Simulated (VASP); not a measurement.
# LiNiOs3 (P6/mmm) in VASP: further runs

LiNiOs3 is run at these levels: PBE; tasks: single point, relaxation of cell and atoms.

Everything below comes from runs of VASP 6.6.1. Logs are shortened: lines on timing, memory, paths and dates and some standing lists are left out, and cuts for length are marked.

## 1. The cell of the first run

It takes space group P6/mmm (No. 191, hexagonal). Conventional cell: a = 5.020 Å, b = 5.020 Å, c = 4.835 Å, α = 90.00°, β = 90.00°, γ = 120.00°. Within 3.2 Å of Li (site symmetry 6/mmm) lie 2 Ni at 2.42 Å. Within 3.2 Å of Ni (site symmetry 6/mmm) lie 2 Li at 2.42 Å and 6 Os at 2.51 Å. Within 3.3 Å of Os (site symmetry mmm) lie 4 Os at 2.51 Å and 2 Ni at 2.51 Å.

The cell was generated, and may not be a known phase.

## 2. Single point, PBE, collinear spin, ferromagnetic start

The input, INCAR:

```
ALGO = Normal
EDIFF = 1E-6
ENCUT = 520
GGA = PE
ISIF = 2
ISMEAR = 0
ISPIN = 2
LASPH = True
LCHARG = False
LMAXMIX = 4
LORBIT = 11
LREAL = False
LWAVE = False
MAGMOM = 0 2 0 0 0
NBANDS = 30
NELM = 150
PREC = Accurate
SIGMA = 0.1
```

The input, KPOINTS:

```
k-points
0
Gamma
  6 6 4
```

The input, POSCAR:

```
LiNiOs3
1.0
    5.0199646458      0.0000000000      0.0000000000
   -2.5099823229      4.3474169093      0.0000000000
    0.0000000000      0.0000000000      4.8351424286
Li Ni Os
1 1 3
Direct
    0.0000000000      0.0000000000      0.5000000000
    0.0000000000      0.0000000000      0.0000000000
    0.5000000000      0.0000000000      0.0000000000
    0.0000000000      0.5000000000      0.0000000000
    0.5000000000      0.5000000000      0.0000000000
```

Potentials or basis: VASP PAW PBE potentials, release 64 (Li_sv, Ni, Os).

Started as:

```bash
> cat potpaw_PBE.64/Li_sv/POTCAR potpaw_PBE.64/Ni/POTCAR potpaw_PBE.64/Os/POTCAR > POTCAR
> mpirun -np 1 vasp_std > vasp.out
```

OUTCAR:

```text
EDIFF = 1E-6
   ENCUT = 520
   GGA = PE
   ISIF = 2
   ISMEAR = 0
   ISPIN = 2
   LASPH = True
   LORBIT = 11
   LREAL = False
   NELM = 150
   PREC = Accurate

 ion  position               nearest neighbor table
   1  0.000  0.000  0.500-   2 2.42   2 2.42
   2  0.000  0.000  0.000-   1 2.42   1 2.42   5 2.51   4 2.51   4 2.51   5 2.51   3 2.51   3 2.51

   3  0.500  0.000  0.000-   4 2.51   5 2.51   5 2.51   4 2.51   2 2.51   2 2.51
   4  0.000  0.500  0.000-   2 2.51   3 2.51   2 2.51   3 2.51   5 2.51   5 2.51
   5  0.500  0.500  0.000-   2 2.51   3 2.51   3 2.51   2 2.51   4 2.51   4 2.51

  LATTYP: Found a hexagonal cell.
 ALAT       =     5.0199646458
 C/A-ratio  =     0.9631825660

  Lattice vectors:

 A1 = (   5.0199646458,   0.0000000000,   0.0000000000)
 A2 = (  -2.5099823229,   4.3474169093,   0.0000000000)
 A3 = (   0.0000000000,   0.0000000000,   4.8351424286)

Analysis of symmetry for initial positions (statically):
=====================================================================
 Subroutine PRICEL returns:
 Original cell was already a primitive cell.

 Routine SETGRP: Setting up the symmetry group for a
 hexagonal supercell.

 Subroutine GETGRP returns: Found 24 space group operations
 (whereof 24 operations were pure point group operations)
 out of a pool of 24 trial point group operations.

The static configuration has the point symmetry D_6h.

Analysis of symmetry for dynamics (positions and initial velocities):
=====================================================================
 Subroutine PRICEL returns:
 Original cell was already a primitive cell.

 Routine SETGRP: Setting up the symmetry group for a
 hexagonal supercell.

 Subroutine GETGRP returns: Found 24 space group operations
 (whereof 24 operations were pure point group operations)
 out of a pool of 24 trial point group operations.

The dynamic configuration has the point symmetry D_6h.

Analysis of structural, dynamic, and magnetic symmetry:
=====================================================================
 Subroutine PRICEL returns:
 Original cell was already a primitive cell.

 Routine SETGRP: Setting up the symmetry group for a
 hexagonal supercell.

 Subroutine GETGRP returns: Found 24 space group operations
 (whereof 24 operations were pure point group operations)
 out of a pool of 24 trial point group operations.

The overall configuration has the point symmetry D_6h.

 Subroutine INISYM returns: Found 24 space group operations
 (whereof 24 operations are pure point group operations),
 and found     1 'primitive' translations

----------------------------------------------------------------------------------------

                                     Primitive cell

  volume of cell :     105.5216

  direct lattice vectors                    reciprocal lattice vectors
     5.019964646  0.000000000  0.000000000     0.199204590  0.115010824  0.000000000
    -2.509982323  4.347416909  0.000000000     0.000000000  0.230021648  0.000000000
     0.000000000  0.000000000  4.835142429     0.000000000  0.000000000  0.206819140

  length of vectors
     5.019964646  5.019964646  4.835142429     0.230021648  0.230021648  0.206819140

  position of ions in fractional coordinates (direct lattice)
     0.000000000  0.000000000  0.500000000
     0.000000000  0.000000000  0.000000000
     0.500000000  0.000000000  0.000000000
     0.000000000  0.500000000  0.000000000
     0.500000000  0.500000000  0.000000000

  ion indices of the primitive-cell ions
   primitive index   ion index
                 1           1
                 2           2
                 3           3
                 4           4
                 5           5

----------------------------------------------------------------------------------------

 KPOINTS: k-points

Automatic generation of k-mesh.
 Grid dimensions read from file:
 generate k-points for:    6    6    4

 Generating k-lattice:

  Cartesian coordinates                     Fractional coordinates (reciprocal lattice)
     0.033200765  0.019168471  0.000000000     0.166666667  0.000000000  0.000000000
     0.000000000  0.038336941  0.000000000     0.000000000  0.166666667  0.000000000
     0.000000000  0.000000000  0.051704785     0.000000000  0.000000000  0.250000000

  Length of vectors
     0.038336941  0.038336941  0.051704785

  Shift w.r.t. Gamma in fractional coordinates (k-lattice)
     0.000000000  0.000000000  0.000000000

 Subroutine IBZKPT returns following result:
 ===========================================

 Found     21 irreducible k-points:

 Following reciprocal coordinates:
            Coordinates               Weight
  0.000000  0.000000  0.000000      1.000000
  0.166667  0.000000  0.000000      6.000000
  0.333333  0.000000  0.000000      6.000000
  0.500000  0.000000  0.000000      3.000000
  0.166667  0.166667  0.000000      6.000000
  0.333333  0.166667  0.000000     12.000000
[... 13 lines left out ...]
  0.333333  0.166667  0.500000     12.000000
  0.333333  0.333333  0.500000      2.000000
   k-points           NKPTS =     21   k-points in BZ     NKDIM =     21   number of bands    NBANDS=     30
   number of dos      NEDOS =    301   number of ions     NIONS =      5
   total plane-waves  NPLWV =  57600
   dimension x,y,z NGX =    40 NGY =   40 NGZ =   36
   dimension x,y,z NGXF=    80 NGYF=   80 NGZF=   72
   ions per type =               1   1   3
   NGX,Y,Z   is equivalent  to a cutoff of  13.25, 13.25, 12.38 a.u.
   NGXF,Y,Z  is equivalent  to a cutoff of  26.49, 26.49, 24.76 a.u.
 SYSTEM =  unknown system
   PREC   = accura    normal or accurate (medium, high low for compatibility)
   ISTART =      0    job   : 0-new  1-cont  2-samecut
   ICHARG =      2    charge: 1-file 2-atom 10-const
   ISPIN  =      2    spin polarized calculation?
   LNONCOLLINEAR =      F non collinear calculations
   LSORBIT =      F    spin-orbit coupling
   LASPH  =      T    aspherical Exc in radial PAW
   ENCUT  =  520.0 eV  38.22 Ry    6.18 a.u.   9.33  9.33  8.99*2*pi/ulx,y,z
   NELM   =    150;   NELMIN=  2; NELMDL= -5     # of ELM steps
   EDIFF  = 0.1E-05   stopping-criterion for ELM
   LREAL  =      F    real-space projection
   EDIFFG = 0.1E-04   stopping-criterion for IOM
   NSW    =      0    number of steps for IOM
   IBRION =     -1    ionic relax: 0-MD 1-quasi-New 2-CG
   NFREE  =      0    steps in history (QN), initial steepest desc. (CG)
   ISIF   =      2    stress and relaxation
   ISYM   =      2    0-nonsym 1-usesym 2-fastsym
   POTIM  = 0.5000    time-step for ionic-motion
   TEBEG  =    0.0;   TEEND  =   0.0 temperature during run
   PSTRESS=    0.0 pullay stress
   NELECT =      37.0000    total number of electrons
   NUPDOWN=      -1.0000    fix difference up-down
   EMIN   =  10.00;   EMAX   =-10.00  energy-range for DOS
   EFERMI =   0.00;   METHOD = LEGACY
   ISMEAR =     0;   SIGMA  =   0.10  broadening in eV -4-tet -1-fermi 0-gaus
   EFERMI_NEDOS =   21; number of points for ismear=-14 and -15
   IALGO  =     38    algorithm
   IMIX   =      4    mixing-type and parameters
     AMIX     =   0.40;   BMIX     =  1.00
     AMIX_MAG =   1.60;   BMIX_MAG =  1.00
  volume/ion in A,a.u.               =      21.10       142.42
  Fermi-wavevector in a.u.,A,eV,Ry     =   1.154414  2.181527 18.132106  1.332672
  Thomas-Fermi vector in A             =   2.291051
   LORBIT       =     11    0 simple, 1 ext, 2 COOP (PROOUT), +10 PAW based schemes
   GGA     = PE    functional components
   LHFCALC =     F    Hartree Fock is set to
   AEXX    =    0.0000 exact exchange contribution
   IVDW    =     0    specifies the selected vdW correction
   LEPSILON=     F    determine dielectric tensor
   LRPA    =     F    only Hartree local field effects (RPA)
 spin polarized calculation
 Gauss-broadening in eV      SIGMA  =   0.10
  energy-cutoff  :      520.00
  volume of cell :      105.52
 maximum number of plane-waves:      2861
 NGX is ok and might be reduce to    40
   NGX = 19   NGY = 19   NGZ = 17

 number of electron      36.9999996 magnetization       2.1103860

 Free energy of the ion-electron system (eV)
  ---------------------------------------------------
  ext. energy  EPLUGINS =         0.00000000
  ---------------------------------------------------
  free energy    TOTEN  =       -35.20808133 eV

  energy without entropy =      -35.17101647  energy(sigma->0) =      -35.18954890

 E-fermi :   2.7490     XC(G=0):  -9.8305

 val. band max:        2.7475788103   @ k =   0.3333   0.1667   0.2500
 cond. band min:       2.7491958975   @ k =   0.1667   0.1667   0.5000
 fundamental gap:      0.0016170872
 Fermi energy:         2.7489746004

 spin component 1

 k-point     1 :       0.0000    0.0000    0.0000
  band No.  band energies     occupation
      1     -43.0864      1.00000
      2      -5.1499      1.00000
      3      -3.6302      1.00000
      4      -2.8285      1.00000
      5      -2.8285      1.00000
      6      -1.5496      1.00000
[... 682 lines left out ...]
     29      12.2513      0.00000
     30      13.1401      0.00000
 Fermi energy:         2.7489746004

 spin component 2

 k-point     1 :       0.0000    0.0000    0.0000
  band No.  band energies     occupation
      1     -43.0913      1.00000
      2      -5.0235      1.00000
      3      -3.4928      1.00000
      4      -2.6746      1.00000
      5      -2.6746      1.00000
      6      -1.3079      1.00000
[... 682 lines left out ...]
     29      12.6857      0.00000
     30      13.1910      0.00000

------------------------ aborting loop because EDIFF is reached ----------------------------------------

  FORCE on cell =-STRESS in cart. coord.  units (eV):
  Direction    XX          YY          ZZ          XY          YZ          ZX
  --------------------------------------------------------------------------------------
  -------------------------------------------------------------------------------------
  Total       -0.2160488     -0.2160488      0.3543906     -0.0000000      0.0000000      0.0000000
  in kB       -3.2803577     -3.2803577      5.3808588     -0.0000000      0.0000000      0.0000000
  external PRESSURE =      -0.3932855 kB  Pullay stress =       0.0000000 kB

 VOLUME and BASIS-vectors are now :
 -----------------------------------------------------------------------------
  energy-cutoff  :      520.00
  volume of cell :      105.52
      direct lattice vectors                 reciprocal lattice vectors
     5.019964646  0.000000000  0.000000000     0.199204590  0.115010824  0.000000000
    -2.509982323  4.347416909  0.000000000     0.000000000  0.230021648  0.000000000
     0.000000000  0.000000000  4.835142429     0.000000000  0.000000000  0.206819140

 POSITION                                       TOTAL-FORCE (eV/Angst)
 -----------------------------------------------------------------------------------
      0.00000      0.00000      2.41757        -0.000000      0.000000      0.000000
      0.00000      0.00000      0.00000        -0.000000      0.000000      0.000000
      2.50998      0.00000      0.00000        -0.000000      0.000000      0.000000
     -1.25499      2.17371      0.00000         0.000000      0.000000      0.000000
      1.25499      2.17371      0.00000         0.000000      0.000000      0.000000
 -----------------------------------------------------------------------------------
    total drift:                               -0.000000      0.000000     -0.000000

  FREE ENERGIE OF THE ION-ELECTRON SYSTEM (eV)
  ---------------------------------------------------
  free  energy   TOTEN  =       -35.2080813336 eV

  energy  without entropy=      -35.1710164679  energy(sigma->0) =      -35.18954890

 total charge

# of ion       s       p       d       tot
------------------------------------------
    1        2.012   0.036   0.000   2.048
    2        0.573   0.524   8.351   9.448
    3        0.742   0.558   5.920   7.219
    4        0.742   0.558   5.920   7.219
    5        0.742   0.558   5.920   7.219
--------------------------------------------------
tot          4.810   2.233  26.111  33.154

 magnetization (x)

# of ion       s       p       d       tot
------------------------------------------
    1       -0.001  -0.001   0.000  -0.002
    2       -0.002  -0.005   0.213   0.206
    3        0.046   0.015   0.516   0.577
    4        0.046   0.015   0.516   0.577
    5        0.046   0.015   0.516   0.577
--------------------------------------------------
tot          0.137   0.039   1.761   1.937
```

Run time: 2.1 min. Hardware: 1 thread of Intel Xeon 6975P-C (Granite Rapids), shared host; peak memory 0.34 GiB.

What came out:

| Property | Result |
| --- | --- |
| Free energy | -35.2081 eV |
| Net moment | 2.11 μB per cell |
| Site moments | Li -0.00; Ni +0.21; Os +0.58 μB |
| Valence electrons inside the program's atomic spheres | Li 2.05; Ni 9.45; Os 7.22 |

Levels at points of the mesh, in eV from the Fermi level:
Spin up:
```
           k point  band 17  band 18  band 19  band 20  band 21  band 22  band 23  band 24
(0.00, 0.00, 0.00)     0.92     0.92     1.72     1.72     2.02     2.02     2.19     2.19
(0.50, 0.00, 0.00)    -0.95    -0.74    -0.71    -0.53    -0.05     0.86     1.49     3.86
(0.00, 0.00, 0.50)    -0.18     0.90     1.71     1.71     2.21     2.21     2.72     2.72
(0.50, 0.00, 0.50)    -0.79    -0.70    -0.52    -0.25    -0.09     0.86     1.49     2.27
```
Spin down:
| k point | band 15 | band 16 | band 17 | band 18 | band 19 | band 20 | band 21 | band 22 |
| --- | --- | --- | --- | --- | --- | --- | --- | --- |
| (0.00, 0.00, 0.00) | 0.43 | 0.43 | 1.06 | 1.33 | 2.05 | 2.05 | 2.07 | 2.07 |
| (0.50, 0.00, 0.00) | -1.47 | -0.94 | -0.40 | -0.36 | -0.35 | 0.21 | 0.31 | 1.08 |
| (0.00, 0.00, 0.50) | -0.17 | 0.80 | 0.80 | 1.32 | 2.04 | 2.04 | 2.43 | 2.43 |
| (0.50, 0.00, 0.50) | -0.98 | -0.71 | -0.45 | -0.35 | 0.10 | 0.26 | 0.70 | 1.09 |

Caveat: the cutoff is under 1.25 times the usual one of these potentials, so pressure, stress and relaxed cells hold a basis-set (Pulay) error; spin-orbit coupling is left out, which moves the levels of the heavy elements.

## 3. Relaxation of cell and atoms, PBE, collinear spin, ferromagnetic start

This run uses another cell than the first one, of 14.67 Å³/atom.

The input, INCAR:

```
PREC = Accurate ; ENCUT = 600
EDIFF = 1E-6 ; ISMEAR = 0
SIGMA = 0.1 ; LREAL = F
LASPH = T ; NELM = 150
ALGO = Normal ; ISIF = 3
LWAVE = F ; LCHARG = F
ISPIN = 2 ; MAGMOM = 0 2 0 0 0
LORBIT = 11 ; LMAXMIX = 4
GGA = PE ; IBRION = 2
NSW = 90 ; EDIFFG = -0.04
```

The input, KPOINTS:

```
regular mesh
0
Gamma
  6 6 4
```

Changes to POSCAR since step 2:

```diff
@@ -2,5 +2,5 @@
 1.0
-    5.0199646458      0.0000000000      0.0000000000
-   -2.5099823229      4.3474169093      0.0000000000
-    0.0000000000      0.0000000000      4.8351424286
+    4.3488531600      0.0000000000      0.0000000000
+   -2.1744265800      3.7662173200      0.0000000000
+    0.0000000000      0.0000000000      4.4788963300
 Li Ni Os
```

Potentials or basis: VASP PAW PBE potentials, release 64 (Li_sv, Ni, Os).

Started as:

```bash
> cat potpaw_PBE.64/Li_sv/POTCAR potpaw_PBE.64/Ni/POTCAR potpaw_PBE.64/Os/POTCAR > POTCAR
> mpirun -np 1 vasp_std > vasp.out
```

Run time: 33 min. Hardware: 1 thread of Intel Xeon 6975P-C (Granite Rapids), shared host; peak memory 0.32 GiB.

The run converged. Its results:

```yaml
Free_energy: -35.1950 eV
Relaxed_volume: 21.05 Å³/atom
Relaxed_cell: a = 5.017 Å, b = 5.017 Å, c = 4.829 Å, α = 90.00°, β = 90.00°, γ = 120.00°
Space_group_after_relaxing_to_0.1_Å: P6/mmm (No. 191)
Pressure_after_relaxing: -0.1 GPa
Net_moment: -2.61 μB per cell
Site_moments: Li +0.00; Ni -0.42; Os -0.67 μB
Valence_electrons_inside_the_program's_atomic_spheres: Li 2.05; Ni 9.44; Os 7.23
```

Stress tensor (GPa, compression positive):
```
-0.17  0.00  0.00
 0.00 -0.17  0.00
 0.00  0.00 -0.04
```

Final structure:
```
Li Ni Os
1.0
     5.01656    0.00000    0.00000
    -2.50828    4.34447    0.00000
     0.00000    0.00000    4.82927
Li Ni Os
1 1 3
Direct
  0.00000 0.00000 0.50000
  0.00000 0.00000 0.00000
  0.50000 0.00000 0.00000
  0.00000 0.50000 0.00000
  0.50000 0.50000 0.00000
```

Levels at points of the mesh, in eV from the Fermi level:
Spin up:
```csv
k point,band 15,band 16,band 17,band 18,band 19,band 20
"(0.00, 0.00, 0.00)",0.44,0.44,1.05,1.42,2.06,2.06
"(0.50, 0.00, 0.00)",-1.47,-0.88,-0.36,-0.34,-0.33,0.22
"(0.00, 0.00, 0.50)",-0.07,0.82,0.82,1.40,2.08,2.08
"(0.50, 0.00, 0.50)",-0.91,-0.70,-0.40,-0.33,0.11,0.36
```
Spin down:
```csv
k point,band 18,band 19,band 20,band 21,band 22,band 23
"(0.00, 0.00, 0.00)",0.90,1.67,1.67,2.00,2.00,2.13
"(0.50, 0.00, 0.00)",-0.80,-0.74,-0.62,-0.22,0.83,1.45
"(0.00, 0.00, 0.50)",0.84,1.66,1.66,2.15,2.15,2.70
"(0.50, 0.00, 0.50)",-0.75,-0.62,-0.29,-0.26,0.84,1.44
```

Caveat: the cutoff is under 1.25 times the usual one of these potentials, so pressure, stress and relaxed cells hold a basis-set (Pulay) error; the volume moved by over 15 % at a fixed basis, so the end points are rough; spin-orbit coupling is left out, which moves the levels of the heavy elements.
